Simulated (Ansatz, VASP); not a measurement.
# Sb: VASP beside Ansatz

File INCAR:

```
PREC = Accurate ; ENCUT = 520
EDIFF = 1E-6 ; ISMEAR = -1
SIGMA = 0.1 ; LREAL = False
LASPH = True ; NELM = 60
ALGO = Normal ; ISIF = 2
LWAVE = False ; LCHARG = False
GGA = B5 ; ALDAX = 1.0
AGGAX = 1.0 ; AGGAC = 1.0
ALDAC = 0.0 ; NBANDS = 18
```

KPOINTS

```
Automatic mesh
0
Gamma
  12 12 3
```

POSCAR

```
Sb
1.0
    3.5267682467      0.0000000000      0.0000000000
   -1.7633841233      3.0542708949      0.0000000000
    0.0000000000      0.0000000000     12.1726887432
Sb
4
Direct
    1.0000000000      1.0000000000      0.0000000000
    1.0000000000      1.0000000000      0.5000000000
    0.3333333333      0.6666666667      0.2500000000
    0.6666666667      0.3333333333      0.7500000000
```

Input for Ansatz:

```yaml
crystal:
  lattice:
    - [3.5267682467, 0.0, 0.0]
    - [-1.7633841233, 3.0542708949, 0.0]
    - [0.0, 0.0, 12.1726887432]
  atoms:
    - { symbol: Sb, position: [1.0, 1.0, 0.0] }
    - { symbol: Sb, position: [1.0, 1.0, 0.5] }
    - { symbol: Sb, position: [0.3333333333, 0.6666666667, 0.25] }
    - { symbol: Sb, position: [0.6666666667, 0.3333333333, 0.75] }
hamiltonian:
  xc: blyp
  pseudopotentials:
    kind: paw
    azcp:
      Sb: "pseudopotentials/Sb.paw.azcp"
basis:
  ecutwfc: 420
  fft_grid_basis: typed
kpoints:
  mp_grid: { grid: [12, 12, 3], shift: [0, 0, 0] }
magnetization:
  spin_polarized: false
scf:
  occupations: { method: fermi_dirac, width: 0.1 }
  lower_state_search: "off"
output:
  stress: true
```

Alike in both runs: task single point; functional BLYP; k mesh 12 × 12 × 3; occupations fermi-dirac, width 0.1 eV; no spin polarisation.

|  | VASP | Ansatz |
| --- | --- | --- |
| version | VASP 6.6.1 | Ansatz 0.2.0 |
| potentials or method | VASP PAW PBE potentials, release 64 (Sb), cutoff 520 eV | plane waves (420 eV) with PAW, scalar-relativistic |
| valence electrons in the cell | 20 | 60 |

Ansatz gave:

| Property | Result |
| --- | --- |
| pressure (GPa) | -2.9 |
| traceless stress, the component that is largest in VASP (GPa) | 0.14 |

Task: Which values does VASP return?

Result: Pressure (GPa): -2.8; traceless stress, the component that is largest in VASP (GPa): 0.13.

VASP's potentials were made for PBE, not for BLYP. With one functional, cell and mesh, what is left measures potentials, basis and numerics. VASP's potentials hold 20 valence electrons a cell and Ansatz's 60, so a difference there can come from the potentials and not from the codes.

Spin-orbit coupling is off throughout.
